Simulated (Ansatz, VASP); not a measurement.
# One calculation of Mg, two programs

```xyz
1
Lattice="-1.4616 1.4616 1.4616 1.4616 -1.4616 1.4616 1.4616 1.4616 -1.4616" Properties=species:S:1:pos:R:3 pbc="T T T"
Mg    0.0000    0.0000    0.0000
```

Change from the starting cell: volume scaled by 0.97.

Alike in both runs: task single point; functional PBEsol; k mesh 16 × 16 × 16; occupations fermi-dirac, width 0.05 eV; no spin polarisation.

```csv
,VASP,Ansatz
version,VASP 6.6.1,Ansatz 0.2.0
potentials or method,"VASP PAW PBE potentials, release 64 (Mg), cutoff 520 eV","all-electron LAPW, scalar-relativistic"
```

```tsv
	VASP	Ansatz	Ansatz less VASP
pressure (GPa)	68.7	67.2	-1.56
```

VASP's potentials were made for PBE, not for PBEsol. Both programs put the cell under a high pressure, so it lies far from rest at this level. Ansatz ran all-electron here, and VASP with PAW potentials.

Noted on VASP's run: the cell as given lies far from equilibrium.
